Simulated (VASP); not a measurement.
FePt, 2 atoms in the cell. The structure is tetragonal, space group P4/mmm (No. 123). Conventional cell: a = 2.724 Å, b = 2.724 Å, c = 3.720 Å, α = 90.00°, β = 90.00°, γ = 90.00°. Pt (site symmetry 4/mmm) has 8 Fe at 2.68 Å and 4 Pt at 2.72 Å within 3.5 Å. Fe (site symmetry 4/mmm) has 8 Pt at 2.68 Å and 4 Fe at 2.72 Å within 3.5 Å. 

```yaml
Program: VASP 6.6.1
Task: single point
Functional: PBE
Potentials_or_basis: VASP PAW PBE potentials, release 64 (Pt_sv_GW, Fe_sv)
Cutoff: 690 eV
k_mesh: 8 × 8 × 6
Occupations: fermi-dirac, width 0.05 eV
Spin: collinear spin, ferromagnetic start
Starting_moments: "[0.0, 3.8] μB"
Fixed_moment: 3.8 μB
Dipole_correction: no
Further_INCAR_settings: ALGO = Normal; EDIFF = 1e-06; NBANDS = 28
```

Potentials or basis: VASP PAW PBE potentials, release 64 (Pt_sv_GW, Fe_sv).

Launch:

```console
$ cat potpaw_PBE.64/Pt_sv_GW/POTCAR potpaw_PBE.64/Fe_sv/POTCAR > POTCAR
$ mpirun -np 1 vasp_std > vasp.out
```

Hardware: 1 thread of AMD EPYC 9R45 96-Core Processor (Zen 5), on a shared host.

Q: How long does it take, and how much memory?

A: Wall time 64 s on 1 thread of AMD EPYC 9R45 96-Core Processor (Zen 5) (shared host), peak memory 0.22 GiB. Counts: scf iterations 15, k points 60.
